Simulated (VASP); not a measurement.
# TaN (Pmm2) in VASP: notebook

Runs on TaN. Level: LDA. Tasks: single point.

Program: VASP 6.6.1. These are calculated values, not measurements. Logs are shortened: lines on timing, memory, paths and dates and some standing lists are left out, and cuts for length are marked.

## Step 1: The cell of the first run

Symmetry: Pmm2, No. 25, orthorhombic system. The conventional cell has a = 2.851 Å, b = 2.907 Å, c = 11.069 Å, α = 90.00°, β = 90.00°, γ = 90.00°. Within 3.1 Å of Ta (site symmetry mm2) lie 6 N at 2.20 to 3.03 Å and 6 Ta at 2.85 to 2.91 Å. Within 3.0 Å of Ta (site symmetry mm2) lie 6 N at 2.20 Å and 6 Ta at 2.85 to 2.91 Å. Ta (site symmetry mm2) has 6 N at 2.20 Å and 8 Ta at 2.85 to 2.91 Å within 3.0 Å. Ta (site symmetry mm2) has 6 N at 2.20 Å and 8 Ta at 2.85 to 2.91 Å within 3.0 Å. Within 3.0 Å of N (site symmetry mm2) lie 6 Ta at 2.20 Å and 6 N at 2.85 to 2.91 Å. Within 3.1 Å of N (site symmetry mm2) lie 6 Ta at 2.20 to 3.03 Å and 6 N at 2.85 to 2.91 Å. Within 3.0 Å of N (site symmetry mm2) lie 6 Ta at 2.20 Å and 8 N at 2.85 to 2.91 Å. Within 3.0 Å of N (site symmetry mm2) lie 6 Ta at 2.20 Å and 8 N at 2.85 to 2.91 Å.

## Step 2: Single point, LDA

The input, INCAR:

```
  ALGO = Normal
  EDIFF = 1E-6
  ENCUT = 520
  GGA = CA
  ISIF = 2
  ISMEAR = 0
  LASPH = T
  LCHARG = F
  LREAL = F
  LWAVE = F
  NBANDS = 42
  NELM = 100
  PREC = Accurate
  SIGMA = 0.15
```

The input, KPOINTS:

```
k-points
0
Gamma
  15 15 5
```

The input, POSCAR:

```
TaN
1.0
    1.4532781440     -2.5171515829      0.0000000000
    0.0000000000      0.0000000000     -2.8514389807
    9.5856942676      5.5343031658      0.0000000000
Ta N
4 4
Direct
    0.5000000000      0.5000000000      0.8338650176
    0.0000000000      0.5000000000      0.1516242257
    0.5000000000      0.5000000000      0.3790378230
    0.0000000000      0.5000000000      0.6064514203
    0.0000000000      0.0000000000      0.7580604852
    0.5000000000      0.0000000000      0.0758196933
    0.0000000000      0.0000000000      0.3032332906
    0.5000000000      0.0000000000      0.5306468879
```

Potentials or basis: VASP PAW LDA potentials, release 64 (Ta_pv, N).

Started as:

```console
$ cat potpaw_LDA.64/Ta_pv/POTCAR potpaw_LDA.64/N/POTCAR > POTCAR
$ mpirun -np 1 vasp_std > vasp.out
```

OUTCAR:

```text
EDIFF = 1E-6
   ENCUT = 520
   GGA = CA
   ISIF = 2
   ISMEAR = 0
   LASPH = T
   LREAL = F
   NELM = 100
   PREC = Accurate

 ion  position               nearest neighbor table
   1  0.500  0.500  0.834-   5 2.20   5 2.20   5 2.20   5 2.20   4 2.91   4 2.91
   2  0.000  0.500  0.152-   6 2.20   6 2.20   6 2.20   6 2.20   7 2.20   7 2.20   3 2.91   3 2.91

   3  0.500  0.500  0.379-   7 2.20   7 2.20   7 2.20   7 2.20   8 2.20   8 2.20   2 2.91   4 2.91
                             2 2.91   4 2.91
   4  0.000  0.500  0.606-   8 2.20   8 2.20   8 2.20   8 2.20   5 2.20   5 2.20   3 2.91   1 2.91
                             1 2.91   3 2.91
   5  0.000  0.000  0.758-   1 2.20   1 2.20   1 2.20   1 2.20   4 2.20   4 2.20
   6  0.500  0.000  0.076-   2 2.20   2 2.20   2 2.20   2 2.20
   7  0.000  0.000  0.303-   3 2.20   3 2.20   3 2.20   3 2.20   2 2.20   2 2.20
   8  0.500  0.000  0.531-   4 2.20   4 2.20   4 2.20   4 2.20   3 2.20   3 2.20

  LATTYP: Found a simple orthorhombic cell.
 ALAT       =     2.8514389807
 B/A-ratio  =     1.0193296464
 C/A-ratio  =     3.8817615970

  Lattice vectors:

 A1 = (   0.0000000000,   0.0000000000,   2.8514389807)
 A2 = (   1.4532781440,  -2.5171515829,   0.0000000000)
 A3 = (   9.5856942676,   5.5343031658,   0.0000000000)

Analysis of symmetry for initial positions (statically):
=====================================================================
 Subroutine PRICEL returns:
 Original cell was already a primitive cell.

 Routine SETGRP: Setting up the symmetry group for a
 simple orthorhombic supercell.

 Subroutine GETGRP returns: Found  4 space group operations
 (whereof  4 operations were pure point group operations)
 out of a pool of  8 trial point group operations.

The static configuration has the point symmetry C_2v.

Analysis of symmetry for dynamics (positions and initial velocities):
=====================================================================
 Subroutine PRICEL returns:
 Original cell was already a primitive cell.

 Routine SETGRP: Setting up the symmetry group for a
 simple orthorhombic supercell.

 Subroutine GETGRP returns: Found  4 space group operations
 (whereof  4 operations were pure point group operations)
 out of a pool of  8 trial point group operations.

The dynamic configuration has the point symmetry C_2v.

 Subroutine INISYM returns: Found  4 space group operations
 (whereof  4 operations are pure point group operations),
 and found     1 'primitive' translations

----------------------------------------------------------------------------------------

                                     Primitive cell

  volume of cell :      91.7351

  direct lattice vectors                    reciprocal lattice vectors
     1.453278144 -2.517151583  0.000000000     0.172024881 -0.297955834  0.000000000
     0.000000000  0.000000000 -2.851438981     0.000000000  0.000000000 -0.350700123
     9.585694268  5.534303166  0.000000000     0.078241594  0.045172805  0.000000000

  length of vectors
     2.906556288  2.851438981 11.068606332     0.344049762  0.350700123  0.090345611

  position of ions in fractional coordinates (direct lattice)
     0.500000000  0.500000000  0.833865018
     1.000000000  0.500000000  0.151624226
     0.500000000  0.500000000  0.379037823
     1.000000000  0.500000000  0.606451420
     1.000000000  0.000000000  0.758060485
     0.500000000  0.000000000  0.075819693
     1.000000000  0.000000000  0.303233291
     0.500000000  0.000000000  0.530646888

  ion indices of the primitive-cell ions
   primitive index   ion index
                 1           1
                 2           2
                 3           3
                 4           4
                 5           5
                 6           6
                 7           7
                 8           8

----------------------------------------------------------------------------------------

 KPOINTS: k-points

Automatic generation of k-mesh.
 Grid dimensions read from file:
 generate k-points for:   15   15    5

 Generating k-lattice:

  Cartesian coordinates                     Fractional coordinates (reciprocal lattice)
     0.011468325 -0.019863722  0.000000000     0.066666667  0.000000000 -0.000000000
     0.000000000  0.000000000 -0.023380008     0.000000000  0.066666667  0.000000000
     0.015648319  0.009034561  0.000000000     0.000000000  0.000000000  0.200000000

  Length of vectors
     0.022936651  0.023380008  0.018069122

  Shift w.r.t. Gamma in fractional coordinates (k-lattice)
     0.000000000  0.000000000  0.000000000

 Subroutine IBZKPT returns following result:
 ===========================================

 Found    192 irreducible k-points:

 Following reciprocal coordinates:
            Coordinates               Weight
  0.000000  0.000000  0.000000      1.000000
  0.066667  0.000000  0.000000      2.000000
  0.133333  0.000000  0.000000      2.000000
  0.200000  0.000000  0.000000      2.000000
  0.266667  0.000000  0.000000      2.000000
  0.333333  0.000000  0.000000      2.000000
[... 16 lines left out ...]
  0.400000  0.133333  0.000000      4.000000
  0.466667  0.133333  0.000000      4.000000
 [... further k-points ...]
   k-points           NKPTS =    192   k-points in BZ     NKDIM =    192   number of bands    NBANDS=     42
   number of dos      NEDOS =    301   number of ions     NIONS =      8
   total plane-waves  NPLWV =  48384
   dimension x,y,z NGX =    24 NGY =   24 NGZ =   84
   dimension x,y,z NGXF=    48 NGYF=   48 NGZF=  168
   ions per type =               4   4
   NGX,Y,Z   is equivalent  to a cutoff of  13.73, 13.99, 12.62 a.u.
   NGXF,Y,Z  is equivalent  to a cutoff of  27.45, 27.99, 25.23 a.u.
 SYSTEM =  unknown system
   PREC   = accura    normal or accurate (medium, high low for compatibility)
   ISTART =      0    job   : 0-new  1-cont  2-samecut
   ICHARG =      2    charge: 1-file 2-atom 10-const
   ISPIN  =      1    spin polarized calculation?
   LNONCOLLINEAR =      F non collinear calculations
   LSORBIT =      F    spin-orbit coupling
   LASPH  =      T    aspherical Exc in radial PAW
   ENCUT  =  520.0 eV  38.22 Ry    6.18 a.u.   5.40  5.30 20.58*2*pi/ulx,y,z
   NELM   =    100;   NELMIN=  2; NELMDL= -5     # of ELM steps
   EDIFF  = 0.1E-05   stopping-criterion for ELM
   LREAL  =      F    real-space projection
   EDIFFG = 0.1E-04   stopping-criterion for IOM
   NSW    =      0    number of steps for IOM
   IBRION =     -1    ionic relax: 0-MD 1-quasi-New 2-CG
   NFREE  =      0    steps in history (QN), initial steepest desc. (CG)
   ISIF   =      2    stress and relaxation
   ISYM   =      2    0-nonsym 1-usesym 2-fastsym
   POTIM  = 0.5000    time-step for ionic-motion
   TEBEG  =    0.0;   TEEND  =   0.0 temperature during run
   PSTRESS=    0.0 pullay stress
   NELECT =      64.0000    total number of electrons
   NUPDOWN=      -1.0000    fix difference up-down
   EMIN   =  10.00;   EMAX   =-10.00  energy-range for DOS
   EFERMI =   0.00;   METHOD = LEGACY
   ISMEAR =     0;   SIGMA  =   0.15  broadening in eV -4-tet -1-fermi 0-gaus
   EFERMI_NEDOS =   21; number of points for ismear=-14 and -15
   IALGO  =     38    algorithm
   IMIX   =      4    mixing-type and parameters
     AMIX     =   0.40;   BMIX     =  1.00
     AMIX_MAG =   1.60;   BMIX_MAG =  1.00
  volume/ion in A,a.u.               =      11.47        77.38
  Fermi-wavevector in a.u.,A,eV,Ry     =   1.451965  2.743817 28.683846  2.108203
  Thomas-Fermi vector in A             =   2.569402
   LORBIT       =      0    0 simple, 1 ext, 2 COOP (PROOUT), +10 PAW based schemes
   GGA     = CA    functional components
   LHFCALC =     F    Hartree Fock is set to
   AEXX    =    0.0000 exact exchange contribution
   IVDW    =     0    specifies the selected vdW correction
   LEPSILON=     F    determine dielectric tensor
   LRPA    =     F    only Hartree local field effects (RPA)
 non-spin polarized calculation
 Gauss-broadening in eV      SIGMA  =   0.15
  energy-cutoff  :      520.00
  volume of cell :       91.74
 maximum number of plane-waves:      2494
 NGX is ok and might be reduce to    24
   NGX = 11   NGY = 11   NGZ = 41

 number of electron      63.9999995 magnetization

 Free energy of the ion-electron system (eV)
  ---------------------------------------------------
  ext. energy  EPLUGINS =         0.00000000
  ---------------------------------------------------
  free energy    TOTEN  =       -96.21728475 eV

  energy without entropy =      -96.19418316  energy(sigma->0) =      -96.20573396

 E-fermi :   7.4717     XC(G=0): -13.1364

 val. band max:        7.4619145685   @ k =   0.2000   0.2000   0.0000
 cond. band min:       7.4735780644   @ k =   0.1333   0.3333   0.4000
 fundamental gap:      0.0116634958
 Fermi energy:         7.4716851448

 k-point     1 :       0.0000    0.0000    0.0000
  band No.  band energies     occupation
      1     -28.0247      2.00000
      2     -27.7785      2.00000
      3     -27.4315      2.00000
      4     -27.2993      2.00000
      5     -27.2373      2.00000
      6     -27.1855      2.00000
[... 34 lines left out ...]
     41      11.1347      0.00000
     42      11.1835      0.00000

 k-point     2 :       0.0667    0.0000    0.0000
  band No.  band energies     occupation
      1     -28.0128      2.00000
      2     -27.7764      2.00000
      3     -27.4458      2.00000
      4     -27.2951      2.00000
      5     -27.2622      2.00000
      6     -27.1821      2.00000
[... 34 lines left out ...]
     41      11.0376      0.00000
     42      11.3227      0.00000

 k-point     3 :       0.1333    0.0000    0.0000
  band No.  band energies     occupation
      1     -27.9792      2.00000
      2     -27.7736      2.00000
      3     -27.5003      2.00000
      4     -27.3247      2.00000
      5     -27.2832      2.00000
      6     -27.2522      2.00000
[... 34 lines left out ...]
     41      10.9465      0.00000
     42      11.3411      0.00000

 k-point     4 :       0.2000    0.0000    0.0000
  band No.  band energies     occupation
      1     -27.9316      2.00000
      2     -27.7832      2.00000
      3     -27.6052      2.00000
      4     -27.4294      2.00000
      5     -27.3602      2.00000
      6     -27.2684      2.00000
[... 844 lines left out ...]
     41      11.0654      0.00000
     42      11.2557      0.00000

 k-point    23 :       0.4000    0.1333    0.0000
  band No.  band energies     occupation
      1     -28.0097      2.00000
      2     -27.9892      2.00000
      3     -27.8206      2.00000
      4     -27.7206      2.00000
      5     -27.5530      2.00000
      6     -27.4264      2.00000
[... 34 lines left out ...]
     41      11.2316      0.00000
     42      11.5751      0.00000

 k-point    24 :       0.4667    0.1333    0.0000
  band No.  band energies     occupation
      1     -28.0653      2.00000
      2     -28.0417      2.00000
      3     -27.8714      2.00000
      4     -27.7764      2.00000
      5     -27.4960      2.00000
      6     -27.4491      2.00000
[... 34 lines left out ...]
     41      11.3450      0.00000
     42      12.0077      0.00000

 [... further k-points ...]
[... 5 lines left out ...]
  --------------------------------------------------------------------------------------
  -------------------------------------------------------------------------------------
  Total       -7.1620391     -5.0550087     -2.0601450     -1.8247418     -0.0000000      0.0000000
  in kB     -125.0868071    -88.2869938    -35.9809491    -31.8695731     -0.0000000      0.0000000
  external PRESSURE =     -83.1182500 kB  Pullay stress =       0.0000000 kB

 VOLUME and BASIS-vectors are now :
 -----------------------------------------------------------------------------
  energy-cutoff  :      520.00
  volume of cell :       91.74
      direct lattice vectors                 reciprocal lattice vectors
     1.453278144 -2.517151583  0.000000000     0.172024881 -0.297955834  0.000000000
     0.000000000  0.000000000 -2.851438981     0.000000000  0.000000000 -0.350700123
     9.585694268  5.534303166  0.000000000     0.078241594  0.045172805  0.000000000

 POSITION                                       TOTAL-FORCE (eV/Angst)
 -----------------------------------------------------------------------------------
      8.71981      3.35629     -1.42572         1.441411      0.832199      0.000000
      1.45342      0.83913     -1.42572        -2.567463     -1.482325      0.000000
      4.35998      0.83913     -1.42572        -0.084457     -0.048761      0.000000
      5.81326      3.35629     -1.42572         0.341999      0.197453      0.000000
      7.26654      4.19534      0.00000         0.321490      0.185613      0.000000
      1.45342     -0.83897      0.00000         0.609064      0.351643      0.000000
      2.90670      1.67818      0.00000        -0.135639     -0.078311      0.000000
      5.81326      1.67818      0.00000         0.073594      0.042489      0.000000
 -----------------------------------------------------------------------------------
    total drift:                                0.000620      0.000358     -0.000000

  FREE ENERGIE OF THE ION-ELECTRON SYSTEM (eV)
  ---------------------------------------------------
  free  energy   TOTEN  =       -96.2172847482 eV

  energy  without entropy=      -96.1941831623  energy(sigma->0) =      -96.20573396
```

It took 5.9 min on 1 thread of Intel Xeon 6975P-C (Granite Rapids), shared host; peak memory 0.58 GiB.

Results:

- Free energy: -96.2173 eV
- Pressure: -8.3 GPa
- Largest force: 2.965 eV/Å
- Band gap on the k mesh: zero (bands 32 and 33 overlap by 0.78 eV)

Forces on the atoms (eV/Å):
```
Ta   1.441  0.832  0.000
Ta  -2.567 -1.482  0.000
Ta  -0.084 -0.049  0.000
Ta   0.342  0.197  0.000
N    0.321  0.186  0.000
N    0.609  0.352  0.000
N   -0.136 -0.078  0.000
N    0.074  0.042  0.000
```

Levels at points of the mesh, in eV from the Fermi level:
```tsv
k point	band 30	band 31	band 32	band 33	band 34	band 35
(0.00, 0.00, 0.00)	-3.16	-2.46	-1.99	0.12	2.57	2.68
```

Caveat: the stress differs along the axes, from -13 to -4 GPa; spin-orbit coupling is left out, which moves the levels of the heavy elements; forces of over 1 eV/Å act on the atoms, so gaps and moduli don't describe the material at rest.

[end of part 1 of 2]

The gap in the log of VASP goes by the Fermi energy; the results here count the filled bands.